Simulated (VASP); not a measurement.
# Na4Os (P-43m) in VASP: a series of runs

The runs below take Na4Os through single point, relaxation of cell and atoms, with PBE.

Program: VASP 6.6.1. These are calculated values, not measurements. Logs are shortened: lines on timing, memory, paths and dates and some standing lists are left out, and cuts for length are marked.

## (1) The cell of the first run

It takes space group P-43m (No. 215, cubic). The conventional cell has a = 4.727 Å, b = 4.727 Å, c = 4.727 Å, α = 90.00°, β = 90.00°, γ = 90.00°. Within 2.7 Å of Na (site symmetry 3m) lie 1 Os at 2.05 Å. Within 2.7 Å of Os (site symmetry -43m) lie 4 Na at 2.05 Å.

## (2) Single point, PBE

The input, INCAR:

```
PREC     = Accurate       # precision mode
ENCUT    = 520            # plane-wave cutoff, eV
EDIFF    = 1E-6           # SCF threshold, eV
ISMEAR   = 0              # smearing method
SIGMA    = 0.1            # smearing width, eV
LREAL    = F              # projectors in reciprocal space
LASPH    = T              # aspherical terms in the spheres
NELM     = 100            # most SCF steps
ALGO     = Normal         # electronic algorithm
ISIF     = 2              # what is computed and relaxed
LWAVE    = F              # write WAVECAR
LCHARG   = F              # write CHGCAR
GGA      = PE             # functional
NBANDS   = 26             # bands
```

The input, KPOINTS:

```
regular mesh
0
Gamma
  4 4 4
```

The input, POSCAR:

```
Na4Os
1.0
    4.7274055300      0.0000000000      0.0000000000
    0.0000000000      4.7274055300      0.0000000000
    0.0000000000      0.0000000000      4.7274055300
Na Os
4 1
Direct
    0.2500000000      0.2500000000      0.2500000000
    0.7500000000      0.7500000000      0.2500000000
    0.2500000000      0.7500000000      0.7500000000
    0.7500000000      0.2500000000      0.7500000000
    0.0000000000      0.0000000000      0.0000000000
```

Potentials or basis: VASP PAW PBE potentials, release 64 (Na_pv, Os).

Run with:

```bash
$ cat potpaw_PBE.64/Na_pv/POTCAR potpaw_PBE.64/Os/POTCAR > POTCAR
$ mpirun -np 1 vasp_std > vasp.out
```

OUTCAR:

```text
PREC = Accurate
   ENCUT = 520
   EDIFF = 1E-6
   ISMEAR = 0
   LREAL = F
   LASPH = T
   NELM = 100
   ISIF = 2
   GGA = PE

 ion  position               nearest neighbor table
   1  0.250  0.250  0.250-   5 2.05
   2  0.750  0.750  0.250-   5 2.05
   3  0.250  0.750  0.750-   5 2.05
   4  0.750  0.250  0.750-   5 2.05
   5  0.000  0.000  0.000-   1 2.05   2 2.05   3 2.05   4 2.05

  LATTYP: Found a simple cubic cell.
 ALAT       =     4.7274055300

  Lattice vectors:

 A1 = (   4.7274055300,   0.0000000000,   0.0000000000)
 A2 = (   0.0000000000,   4.7274055300,   0.0000000000)
 A3 = (   0.0000000000,   0.0000000000,   4.7274055300)

Analysis of symmetry for initial positions (statically):
=====================================================================
 Subroutine PRICEL returns:
 Original cell was already a primitive cell.

 Routine SETGRP: Setting up the symmetry group for a
 simple cubic supercell.

 Subroutine GETGRP returns: Found 24 space group operations
 (whereof 24 operations were pure point group operations)
 out of a pool of 48 trial point group operations.

The static configuration has the point symmetry T_d .

Analysis of symmetry for dynamics (positions and initial velocities):
=====================================================================
 Subroutine PRICEL returns:
 Original cell was already a primitive cell.

 Routine SETGRP: Setting up the symmetry group for a
 simple cubic supercell.

 Subroutine GETGRP returns: Found 24 space group operations
 (whereof 24 operations were pure point group operations)
 out of a pool of 48 trial point group operations.

The dynamic configuration has the point symmetry T_d .

 Subroutine INISYM returns: Found 24 space group operations
 (whereof 24 operations are pure point group operations),
 and found     1 'primitive' translations

----------------------------------------------------------------------------------------

                                     Primitive cell

  volume of cell :     105.6498

  direct lattice vectors                    reciprocal lattice vectors
     4.727405530  0.000000000  0.000000000     0.211532519  0.000000000  0.000000000
     0.000000000  4.727405530  0.000000000     0.000000000  0.211532519  0.000000000
     0.000000000  0.000000000  4.727405530     0.000000000  0.000000000  0.211532519

  length of vectors
     4.727405530  4.727405530  4.727405530     0.211532519  0.211532519  0.211532519

  position of ions in fractional coordinates (direct lattice)
     0.250000000  0.250000000  0.250000000
     0.750000000  0.750000000  0.250000000
     0.250000000  0.750000000  0.750000000
     0.750000000  0.250000000  0.750000000
     0.000000000  0.000000000  0.000000000

  ion indices of the primitive-cell ions
   primitive index   ion index
                 1           1
                 2           2
                 3           3
                 4           4
                 5           5

----------------------------------------------------------------------------------------

 KPOINTS: regular mesh

Automatic generation of k-mesh.
 Grid dimensions read from file:
 generate k-points for:    4    4    4

 Generating k-lattice:

  Cartesian coordinates                     Fractional coordinates (reciprocal lattice)
     0.052883130  0.000000000  0.000000000     0.250000000  0.000000000  0.000000000
     0.000000000  0.052883130  0.000000000     0.000000000  0.250000000  0.000000000
     0.000000000  0.000000000  0.052883130     0.000000000  0.000000000  0.250000000

  Length of vectors
     0.052883130  0.052883130  0.052883130

  Shift w.r.t. Gamma in fractional coordinates (k-lattice)
     0.000000000  0.000000000  0.000000000

 Subroutine IBZKPT returns following result:
 ===========================================

 Found     10 irreducible k-points:

 Following reciprocal coordinates:
            Coordinates               Weight
  0.000000  0.000000  0.000000      1.000000
  0.250000  0.000000  0.000000      6.000000
  0.500000  0.000000  0.000000      3.000000
  0.250000  0.250000  0.000000     12.000000
  0.500000  0.250000  0.000000     12.000000
  0.500000  0.500000  0.000000      3.000000
  0.250000  0.250000  0.250000      8.000000
  0.500000  0.250000  0.250000     12.000000
  0.500000  0.500000  0.250000      6.000000
  0.500000  0.500000  0.500000      1.000000
   k-points           NKPTS =     10   k-points in BZ     NKDIM =     10   number of bands    NBANDS=     26
   number of dos      NEDOS =    301   number of ions     NIONS =      5
   total plane-waves  NPLWV =  46656
   dimension x,y,z NGX =    36 NGY =   36 NGZ =   36
   dimension x,y,z NGXF=    72 NGYF=   72 NGZF=   72
   ions per type =               4   1
   NGX,Y,Z   is equivalent  to a cutoff of  12.66, 12.66, 12.66 a.u.
   NGXF,Y,Z  is equivalent  to a cutoff of  25.32, 25.32, 25.32 a.u.
 SYSTEM =  unknown system
   PREC   = accura    normal or accurate (medium, high low for compatibility)
   ISTART =      0    job   : 0-new  1-cont  2-samecut
   ICHARG =      2    charge: 1-file 2-atom 10-const
   ISPIN  =      1    spin polarized calculation?
   LNONCOLLINEAR =      F non collinear calculations
   LSORBIT =      F    spin-orbit coupling
   LASPH  =      T    aspherical Exc in radial PAW
   ENCUT  =  520.0 eV  38.22 Ry    6.18 a.u.   8.79  8.79  8.79*2*pi/ulx,y,z
   NELM   =    100;   NELMIN=  2; NELMDL= -5     # of ELM steps
   EDIFF  = 0.1E-05   stopping-criterion for ELM
   LREAL  =      F    real-space projection
   EDIFFG = 0.1E-04   stopping-criterion for IOM
   NSW    =      0    number of steps for IOM
   IBRION =     -1    ionic relax: 0-MD 1-quasi-New 2-CG
   NFREE  =      0    steps in history (QN), initial steepest desc. (CG)
   ISIF   =      2    stress and relaxation
   ISYM   =      2    0-nonsym 1-usesym 2-fastsym
   POTIM  = 0.5000    time-step for ionic-motion
   TEBEG  =    0.0;   TEEND  =   0.0 temperature during run
   PSTRESS=    0.0 pullay stress
   NELECT =      36.0000    total number of electrons
   NUPDOWN=      -1.0000    fix difference up-down
   EMIN   =  10.00;   EMAX   =-10.00  energy-range for DOS
   EFERMI =   0.00;   METHOD = LEGACY
   ISMEAR =     0;   SIGMA  =   0.10  broadening in eV -4-tet -1-fermi 0-gaus
   EFERMI_NEDOS =   21; number of points for ismear=-14 and -15
   IALGO  =     38    algorithm
   IMIX   =      4    mixing-type and parameters
     AMIX     =   0.40;   BMIX     =  1.00
     AMIX_MAG =   1.60;   BMIX_MAG =  1.00
  volume/ion in A,a.u.               =      21.13       142.59
  Fermi-wavevector in a.u.,A,eV,Ry     =   1.143456  2.160819 17.789505  1.307492
  Thomas-Fermi vector in A             =   2.280151
   LORBIT       =      0    0 simple, 1 ext, 2 COOP (PROOUT), +10 PAW based schemes
   GGA     = PE    functional components
   LHFCALC =     F    Hartree Fock is set to
   AEXX    =    0.0000 exact exchange contribution
   IVDW    =     0    specifies the selected vdW correction
   LEPSILON=     F    determine dielectric tensor
   LRPA    =     F    only Hartree local field effects (RPA)
 non-spin polarized calculation
 Gauss-broadening in eV      SIGMA  =   0.10
  energy-cutoff  :      520.00
  volume of cell :      105.65
 maximum number of plane-waves:      2897
 NGX is ok and might be reduce to    36
   NGX = 17   NGY = 17   NGZ = 17

 number of electron      36.0000037 magnetization

 Free energy of the ion-electron system (eV)
  ---------------------------------------------------
  ext. energy  EPLUGINS =         0.00000000
  ---------------------------------------------------
  free energy    TOTEN  =        -3.86502122 eV

  energy without entropy =       -3.86256179  energy(sigma->0) =       -3.86379151

 E-fermi :   1.9984     XC(G=0):  -8.6057

 val. band max:        1.9655394183   @ k =   0.5000   0.5000   0.5000
 cond. band min:       2.0884265627   @ k =   0.5000   0.0000   0.0000
 fundamental gap:      0.1228871444
 Fermi energy:         1.9984328732

 k-point     1 :       0.0000    0.0000    0.0000
  band No.  band energies     occupation
      1     -22.8005      2.00000
      2     -22.6938      2.00000
      3     -22.6938      2.00000
      4     -22.6938      2.00000
      5     -22.4021      2.00000
      6     -22.4021      2.00000
[... 18 lines left out ...]
     25      10.5306      0.00000
     26      11.4456      0.00000

 k-point     2 :       0.2500    0.0000    0.0000
  band No.  band energies     occupation
      1     -22.7871      2.00000
      2     -22.7087      2.00000
      3     -22.6944      2.00000
      4     -22.6944      2.00000
      5     -22.3913      2.00000
      6     -22.3876      2.00000
[... 18 lines left out ...]
     25       9.1958      0.00000
     26       9.5738      0.00000

 k-point     3 :       0.5000    0.0000    0.0000
  band No.  band energies     occupation
      1     -22.7640      2.00000
      2     -22.7332      2.00000
      3     -22.6950      2.00000
      4     -22.6950      2.00000
      5     -22.3703      2.00000
      6     -22.3576      2.00000
[... 18 lines left out ...]
     25       8.9253      0.00000
     26       9.1425      0.00000

 k-point     4 :       0.2500    0.2500    0.0000
  band No.  band energies     occupation
      1     -22.7785      2.00000
      2     -22.7193      2.00000
      3     -22.6946      2.00000
      4     -22.6939      2.00000
      5     -22.3808      2.00000
      6     -22.3808      2.00000
[... 18 lines left out ...]
     25       8.7443      0.00000
     26       9.5408      0.00000
[... 90 lines left out ...]
      1     -22.7824      2.00000
      2     -22.7177      2.00000
      3     -22.6938      2.00000
      4     -22.6935      2.00000
      5     -22.3783      2.00000
      6     -22.3707      2.00000
[... 18 lines left out ...]
     25       7.8041      0.00000
     26      10.5288      0.00000

 k-point     9 :       0.5000    0.5000    0.2500
  band No.  band energies     occupation
      1     -22.7934      2.00000
      2     -22.7075      2.00000
      3     -22.6930      2.00000
      4     -22.6930      2.00000
      5     -22.3782      2.00000
      6     -22.3782      2.00000
[... 18 lines left out ...]
     25       6.1292      0.00000
     26      11.9013      0.00000

 k-point    10 :       0.5000    0.5000    0.5000
  band No.  band energies     occupation
      1     -22.8088      2.00000
      2     -22.6920      2.00000
      3     -22.6920      2.00000
      4     -22.6920      2.00000
      5     -22.3881      2.00000
      6     -22.3881      2.00000
[... 18 lines left out ...]
     25       4.8865      0.00000
     26      14.4752      0.00000

------------------------ aborting loop because EDIFF is reached ----------------------------------------

  FORCE on cell =-STRESS in cart. coord.  units (eV):
  Direction    XX          YY          ZZ          XY          YZ          ZX
  --------------------------------------------------------------------------------------
  -------------------------------------------------------------------------------------
  Total       17.3079463     17.3079463     17.3079463      0.0000000     -0.0000000      0.0000000
  in kB      262.4747588    262.4747588    262.4747588      0.0000000     -0.0000000      0.0000000
  external PRESSURE =     262.4747588 kB  Pullay stress =       0.0000000 kB

 VOLUME and BASIS-vectors are now :
 -----------------------------------------------------------------------------
  energy-cutoff  :      520.00
  volume of cell :      105.65
      direct lattice vectors                 reciprocal lattice vectors
     4.727405530  0.000000000  0.000000000     0.211532519  0.000000000  0.000000000
     0.000000000  4.727405530  0.000000000     0.000000000  0.211532519  0.000000000
     0.000000000  0.000000000  4.727405530     0.000000000  0.000000000  0.211532519

 POSITION                                       TOTAL-FORCE (eV/Angst)
 -----------------------------------------------------------------------------------
      1.18185      1.18185      1.18185         3.616312      3.616312      3.616312
      3.54555      3.54555      1.18185        -3.616312     -3.616312      3.616312
      1.18185      3.54555      3.54555         3.616312     -3.616312     -3.616312
      3.54555      1.18185      3.54555        -3.616312      3.616312     -3.616312
      0.00000      0.00000      0.00000         0.000000      0.000000      0.000000
 -----------------------------------------------------------------------------------
    total drift:                                0.000000      0.000000      0.000000

  FREE ENERGIE OF THE ION-ELECTRON SYSTEM (eV)
  ---------------------------------------------------
  free  energy   TOTEN  =        -3.8650212198 eV

  energy  without entropy=       -3.8625617922  energy(sigma->0) =       -3.86379151
```

Run time: 9.5 s. Hardware: 1 thread of Intel Xeon 6975P-C (Granite Rapids), shared host; peak memory 0.2 GiB.

What came out:

```
Free energy            : -3.8650 eV
Pressure               : 26.2 GPa
Band gap on the k mesh : 0.12 eV, indirect (least direct gap 0.44 eV)
```

Levels at points of the mesh, in eV from the valence-band top:
```tsv
k point	band 16	band 17	band 18	band 19	band 20	band 21
(0.00, 0.00, 0.00)	-0.15	-0.15	-0.15	2.29	3.62	3.62
(0.50, 0.00, 0.00)	-0.34	-0.32	-0.32	0.12	4.05	4.31
(0.50, 0.50, 0.00)	-0.63	-0.32	-0.26	0.46	0.46	1.54
(0.50, 0.50, 0.50)	-0.32	-0.32	0.00	1.57	1.57	1.57
```

Caveat: spin-orbit coupling is left out, which moves the levels of the heavy elements.

(Part 1 of 4 ends here.)
